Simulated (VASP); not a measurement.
# Zr2O (P4_2/nnm) in VASP: further runs

Zr2O is run at these levels: PBEsol; tasks: single point.

Everything below comes from runs of VASP 6.6.1. Logs are shortened: lines on timing, memory, paths and dates and some standing lists are left out, and cuts for length are marked.

**1. The cell of the first run**

Symmetry: P4_2/nnm, No. 134, tetragonal system. Conventional cell: a = 4.656 Å, b = 4.656 Å, c = 4.728 Å, α = 90.00°, β = 90.00°, γ = 90.00°. Zr (site symmetry 2/m) has 2 O at 2.03 Å within 2.7 Å. O (site symmetry -42m) has 4 Zr at 2.03 Å within 2.7 Å.

**2. Single point, PBEsol (strain -0.030 along x and y, -0.015 along z)**

Contents of INCAR:

```
SYSTEM = Zr2O
  PREC = Accurate
  ENCUT = 520
  EDIFF = 1E-7
  ISMEAR = 0
  SIGMA = 0.15
  LREAL = .False.
  LASPH = .True.
  NELM = 80
  ALGO = Normal
  ISIF = 2
  LWAVE = .False.
  LCHARG = .False.
  GGA = PS
  NBANDS = 39
```

Contents of KPOINTS:

```
regular mesh
0
Gamma
  10 10 10
  0 0 0
```

Contents of POSCAR:

```
Zr2O
1.0
    4.6562795393      0.0000000000      0.0000000000
    0.0000000000      4.6562795393      0.0000000000
    0.0000000000      0.0000000000      4.7282838620
Zr O
4 2
Direct
    0.2500000000      0.2500000000      0.7500000000
    0.7500000000      0.2500000000      0.2500000000
    0.2500000000      0.7500000000      0.2500000000
    0.7500000000      0.7500000000      0.7500000000
    0.0000000000      0.0000000000      0.0000000000
    0.5000000000      0.5000000000      0.5000000000
```

Potentials or basis: VASP PAW PBE potentials, release 64 (Zr_sv, O).

Launch:

```bash
> cat potpaw_PBE.64/Zr_sv/POTCAR potpaw_PBE.64/O/POTCAR > POTCAR
> mpirun -np 1 vasp_std > vasp.out
```

OUTCAR:

```text
SYSTEM = Zr2O
   PREC = Accurate
   ENCUT = 520
   EDIFF = 1E-7
   ISMEAR = 0
   LREAL = .False.
   LASPH = .True.
   NELM = 80
   ISIF = 2
   GGA = PS

 ion  position               nearest neighbor table
   1  0.250  0.250  0.750-   5 2.03   6 2.03   4 3.29   4 3.29   4 3.29   4 3.29   3 3.32   3 3.32
                             3 3.32   3 3.32   2 3.32   2 3.32   2 3.32   2 3.32
   2  0.750  0.250  0.250-   5 2.03   6 2.03   3 3.29   3 3.29   3 3.29   3 3.29   4 3.32   1 3.32
                             4 3.32   4 3.32   1 3.32   4 3.32   1 3.32   1 3.32
   3  0.250  0.750  0.250-   5 2.03   6 2.03   2 3.29   2 3.29   2 3.29   2 3.29   4 3.32   1 3.32
                             1 3.32   1 3.32   4 3.32   4 3.32   4 3.32   1 3.32
   4  0.750  0.750  0.750-   5 2.03   6 2.03   1 3.29   1 3.29   1 3.29   1 3.29   3 3.32   2 3.32
                             2 3.32   2 3.32   3 3.32   3 3.32   3 3.32   2 3.32
   5  0.000  0.000  0.000-   1 2.03   2 2.03   3 2.03   4 2.03
   6  0.500  0.500  0.500-   1 2.03   2 2.03   3 2.03   4 2.03

  LATTYP: Found a simple tetragonal cell.
 ALAT       =     4.6562795393
 C/A-ratio  =     1.0154639175

  Lattice vectors:

 A1 = (   4.6562795393,   0.0000000000,   0.0000000000)
 A2 = (   0.0000000000,   4.6562795393,   0.0000000000)
 A3 = (   0.0000000000,   0.0000000000,   4.7282838620)

Analysis of symmetry for initial positions (statically):
=====================================================================
 Subroutine PRICEL returns:
 Original cell was already a primitive cell.

 Routine SETGRP: Setting up the symmetry group for a
 simple tetragonal supercell.

 Subroutine GETGRP returns: Found 16 space group operations
 (whereof  8 operations were pure point group operations)
 out of a pool of 16 trial point group operations.

The static configuration has the point symmetry D_2d.
 The point group associated with its full space group is D_4h.

Analysis of symmetry for dynamics (positions and initial velocities):
=====================================================================
 Subroutine PRICEL returns:
 Original cell was already a primitive cell.

 Routine SETGRP: Setting up the symmetry group for a
 simple tetragonal supercell.

 Subroutine GETGRP returns: Found 16 space group operations
 (whereof  8 operations were pure point group operations)
 out of a pool of 16 trial point group operations.

The dynamic configuration has the point symmetry D_2d.
 The point group associated with its full space group is D_4h.

 Subroutine INISYM returns: Found 16 space group operations
 (whereof  8 operations are pure point group operations),
[... 109 lines left out ...]
   NFREE  =      0    steps in history (QN), initial steepest desc. (CG)
   ISIF   =      2    stress and relaxation
   ISYM   =      2    0-nonsym 1-usesym 2-fastsym
   POTIM  = 0.5000    time-step for ionic-motion
   TEBEG  =    0.0;   TEEND  =   0.0 temperature during run
   PSTRESS=    0.0 pullay stress
   NELECT =      60.0000    total number of electrons
   NUPDOWN=      -1.0000    fix difference up-down
   EMIN   =  10.00;   EMAX   =-10.00  energy-range for DOS
   EFERMI =   0.00;   METHOD = LEGACY
   ISMEAR =     0;   SIGMA  =   0.15  broadening in eV -4-tet -1-fermi 0-gaus
   EFERMI_NEDOS =   21; number of points for ismear=-14 and -15
   IALGO  =     38    algorithm
   IMIX   =      4    mixing-type and parameters
     AMIX     =   0.40;   BMIX     =  1.00
     AMIX_MAG =   1.60;   BMIX_MAG =  1.00
  volume/ion in A,a.u.               =      17.09       115.30
  Fermi-wavevector in a.u.,A,eV,Ry     =   1.369403  2.587797 25.514535  1.875265
  Thomas-Fermi vector in A             =   2.495282
   LORBIT       =      0    0 simple, 1 ext, 2 COOP (PROOUT), +10 PAW based schemes
   GGA     = PS    functional components
   LHFCALC =     F    Hartree Fock is set to
   AEXX    =    0.0000 exact exchange contribution
   IVDW    =     0    specifies the selected vdW correction
   LEPSILON=     F    determine dielectric tensor
   LRPA    =     F    only Hartree local field effects (RPA)
 non-spin polarized calculation
 Gauss-broadening in eV      SIGMA  =   0.15
  energy-cutoff  :      520.00
  volume of cell :      102.51
 maximum number of plane-waves:      2808
 NGX is ok and might be reduce to    36
   NGX = 17   NGY = 17   NGZ = 17

 number of electron      60.0000006 magnetization

 Free energy of the ion-electron system (eV)
  ---------------------------------------------------
  ext. energy  EPLUGINS =         0.00000000
  ---------------------------------------------------
  free energy    TOTEN  =       -56.28367162 eV

  energy without entropy =      -56.18701444  energy(sigma->0) =      -56.23534303

 E-fermi :   9.1442     XC(G=0): -11.4554

 val. band max:        9.1437562209   @ k =   0.3000   0.2000   0.3000
 cond. band min:       9.1447835124   @ k =   0.3000   0.3000   0.2000
 fundamental gap:      0.0010272916
 Fermi energy:         9.1442336261

 k-point     1 :       0.0000    0.0000    0.0000
  band No.  band energies     occupation
      1     -39.7417      2.00000
      2     -39.5901      2.00000
      3     -39.5836      2.00000
      4     -39.5836      2.00000
      5     -19.6128      2.00000
      6     -18.0665      2.00000
[... 997 lines left out ...]
     38      12.8014      0.00000
     39      12.8554      0.00000

 [... further k-points ...]

------------------------ aborting loop because EDIFF is reached ----------------------------------------

  FORCE on cell =-STRESS in cart. coord.  units (eV):
  Direction    XX          YY          ZZ          XY          YZ          ZX
  --------------------------------------------------------------------------------------
  -------------------------------------------------------------------------------------
  Total        8.3898552      8.3898552      8.0261880      0.0000000      0.0000000      0.0000000
  in kB      131.1243705    131.1243705    125.4406450      0.0000000      0.0000000      0.0000000
  external PRESSURE =     129.2297953 kB  Pullay stress =       0.0000000 kB

 VOLUME and BASIS-vectors are now :
 -----------------------------------------------------------------------------
  energy-cutoff  :      520.00
  volume of cell :      102.51
      direct lattice vectors                 reciprocal lattice vectors
     4.656279539  0.000000000  0.000000000     0.214763738  0.000000000  0.000000000
     0.000000000  4.656279539  0.000000000     0.000000000  0.214763738  0.000000000
     0.000000000  0.000000000  4.728283862     0.000000000  0.000000000  0.211493224

 POSITION                                       TOTAL-FORCE (eV/Angst)
 -----------------------------------------------------------------------------------
      1.16407      1.16407      3.54621         0.000000     -0.000000      0.000000
      3.49221      1.16407      1.18207         0.000000     -0.000000      0.000000
      1.16407      3.49221      1.18207        -0.000000      0.000000     -0.000000
      3.49221      3.49221      3.54621        -0.000000      0.000000      0.000000
      0.00000      0.00000      0.00000        -0.000000     -0.000000      0.000000
      2.32814      2.32814      2.36414        -0.000000     -0.000000      0.000000
 -----------------------------------------------------------------------------------
    total drift:                                0.000000     -0.000000      0.000000

  FREE ENERGIE OF THE ION-ELECTRON SYSTEM (eV)
  ---------------------------------------------------
  free  energy   TOTEN  =       -56.2836716203 eV

  energy  without entropy=      -56.1870144402  energy(sigma->0) =      -56.23534303
```

stdout:

```text
POSCAR found type information on POSCAR ZrO
 POSCAR found :  2 types and       6 ions
 scaLAPACK will be used
 -----------------------------------------------------------------------------
|                                                                             |
|                                                                             |
|     You enforced a specific xc type in the INCAR file but a different       |
|     I HOPE YOU KNOW WHAT YOU ARE DOING!                                     |
|                                                                             |
 -----------------------------------------------------------------------------

 LDA part: xc-table for (Slater+PW92), standard interpolation
 POSCAR, INCAR and KPOINTS ok, starting setup
 FFT: planning ... GRIDC
 FFT: planning ... GRID_SOFT
 FFT: planning ... GRID
 WAVECAR not read
 entering main loop
```

Run time: 3.4 min. Hardware: 1 thread of Intel Xeon 6975P-C (Granite Rapids), shared host; peak memory 0.47 GiB.

What came out:

| Item | Value |
| --- | --- |
| Free energy | -56.2837 eV |
| Pressure | 12.9 GPa |
| Band gap on the k mesh | zero (band 30 reaches 9.72 eV, above the bottom of band 31 at 8.92 eV) |

Levels at points of the mesh, in eV from the Fermi level:
| k point | band 28 | band 29 | band 30 | band 31 | band 32 | band 33 |
| --- | --- | --- | --- | --- | --- | --- |
| (0.00, 0.00, 0.00) | -1.94 | -1.87 | -1.87 | 2.14 | 2.27 | 2.50 |
| (0.50, 0.00, 0.00) | -0.69 | -0.33 | -0.33 | -0.18 | -0.18 | 1.30 |
| (0.50, 0.50, 0.00) | -1.44 | -0.01 | -0.01 | 0.14 | 0.14 | 0.87 |
| (0.00, 0.00, 0.50) | -0.68 | -0.38 | -0.38 | -0.22 | -0.22 | 1.19 |
| (0.50, 0.00, 0.50) | -1.44 | 0.03 | 0.03 | 0.11 | 0.11 | 0.87 |
| (0.50, 0.50, 0.50) | 0.03 | 0.18 | 0.58 | 0.58 | 0.70 | 1.66 |

Caveat: the cell differs from its parent crystal (strain -0.030 along x and y, -0.015 along z); the PAW data sets were made with another functional, which shifts forces and pressure a little.

**3. Single point, PBEsol (strain +0.000 along x and y, -0.015 along z)**

Contents of INCAR:

```
SYSTEM = Zr2O
  PREC = Accurate
  ENCUT = 520
  EDIFF = 1E-6
  ISMEAR = 0
  SIGMA = 0.15
  LREAL = .FALSE.
  LASPH = .TRUE.
  NELM = 100
  ALGO = Normal
  ISIF = 2
  LWAVE = .FALSE.
  LCHARG = .TRUE.
  GGA = PS
  LELF = .TRUE.
  LVHAR = .TRUE.
  NBANDS = 39
```

Contents of KPOINTS:

```
regular mesh
0
G
  10 10 10
  0 0 0
```

Edit POSCAR of step 2 so:

```diff
@@ -2,4 +2,4 @@
 1.0
-    4.6562795393      0.0000000000      0.0000000000
-    0.0000000000      4.6562795393      0.0000000000
+    4.8002881848      0.0000000000      0.0000000000
+    0.0000000000      4.8002881848      0.0000000000
     0.0000000000      0.0000000000      4.7282838620
```

Potentials or basis: VASP PAW PBE potentials, release 64 (Zr_sv, O).

Launch:

```bash
> cat potpaw_PBE.64/Zr_sv/POTCAR potpaw_PBE.64/O/POTCAR > POTCAR
> mpirun -np 1 vasp_std > vasp.out
```

Run time: 3.8 min. Hardware: 1 thread of Intel Xeon 6975P-C (Granite Rapids), shared host; peak memory 0.48 GiB.

The run converged. Its results:

```yaml
Free_energy: -56.5887 eV
Pressure: 2.5 GPa
Band_gap_on_the_k_mesh: zero (band 30 reaches 9.06 eV, above the bottom of band 31 at 8.26 eV)
```

Stress tensor (GPa, compression positive):
```
2.24 0.00 0.00
0.00 2.24 0.00
0.00 0.00 2.92
```

Levels at points of the mesh, in eV from the Fermi level:
```tsv
k point	band 27	band 28	band 29	band 30	band 31	band 32	band 33	band 34
(0.00, 0.00, 0.00)	-2.02	-1.77	-1.77	-1.70	1.89	2.01	2.34	2.52
(0.50, 0.00, 0.00)	-0.66	-0.66	-0.32	-0.32	-0.19	-0.19	1.15	1.15
(0.50, 0.50, 0.00)	-1.42	-1.42	0.04	0.04	0.11	0.11	0.85	0.85
(0.00, 0.00, 0.50)	-0.67	-0.67	-0.27	-0.27	-0.15	-0.15	1.26	1.26
(0.50, 0.00, 0.50)	-1.43	-1.43	0.01	0.01	0.14	0.14	0.84	0.84
(0.50, 0.50, 0.50)	-2.48	0.07	0.21	0.52	0.63	0.63	1.51	1.51
```

Caveat: the cell differs from its parent crystal (strain +0.000 along x and y, -0.015 along z); the PAW data sets were made with another functional, which shifts forces and pressure a little.

**4. Single point, PBEsol (strain -0.015 along x and y, +0.015 along z)**

Contents of INCAR:

```
SYSTEM = Zr2O
PREC = Accurate
ENCUT = 520
EDIFF = 1E-7
ISMEAR = 0
SIGMA = 0.15
LREAL = .False.
LASPH = .True.
NELM = 60
ALGO = Normal
ISIF = 2
LWAVE = .False.
LCHARG = .False.
GGA = PS
NBANDS = 39
```

Contents of KPOINTS:

```
regular mesh
0
Gamma
  10 10 10
  0 0 0
```

Edit POSCAR of step 3 so:

```diff
@@ -2,5 +2,5 @@
 1.0
-    4.8002881848      0.0000000000      0.0000000000
-    0.0000000000      4.8002881848      0.0000000000
-    0.0000000000      0.0000000000      4.7282838620
+    4.7282838620      0.0000000000      0.0000000000
+    0.0000000000      4.7282838620      0.0000000000
+    0.0000000000      0.0000000000      4.8722925076
 Zr O
```

Launch:

```bash
> cat potpaw_PBE.64/Zr_sv/POTCAR potpaw_PBE.64/O/POTCAR > POTCAR
> mpirun -np 1 vasp_std > vasp.out
```

Run time: 4.4 min. Hardware: 1 thread of Intel Xeon 6975P-C (Granite Rapids), shared host; peak memory 0.48 GiB.

Results (log left out):

```
Free energy            : -56.5805 eV
Pressure               : 2.5 GPa
Band gap on the k mesh : zero (band 30 reaches 9.00 eV, above the bottom of band 31 at 8.25 eV)
```

Stress tensor (GPa, compression positive):
```
2.97 0.00 0.00
0.00 2.97 0.00
0.00 0.00 1.43
```

Levels at points of the mesh, in eV from the Fermi level:
```csv
k point,band 28,band 29,band 30,band 31,band 32,band 33
"(0.00, 0.00, 0.00)",-1.82,-1.70,-1.70,1.84,2.07,2.24
"(0.50, 0.00, 0.00)",-0.67,-0.26,-0.26,-0.15,-0.15,1.26
"(0.50, 0.50, 0.00)",-1.43,-0.02,-0.02,0.18,0.18,0.84
"(0.00, 0.00, 0.50)",-0.65,-0.36,-0.36,-0.23,-0.23,1.05
"(0.50, 0.00, 0.50)",-1.42,0.04,0.04,0.12,0.12,0.85
"(0.50, 0.50, 0.50)",0.01,0.28,0.53,0.53,0.74,1.47
```

Caveat: the cell differs from its parent crystal (strain -0.015 along x and y, +0.015 along z); the PAW data sets were made with another functional, which shifts forces and pressure a little.

(Part 1 of 2 ends here.)
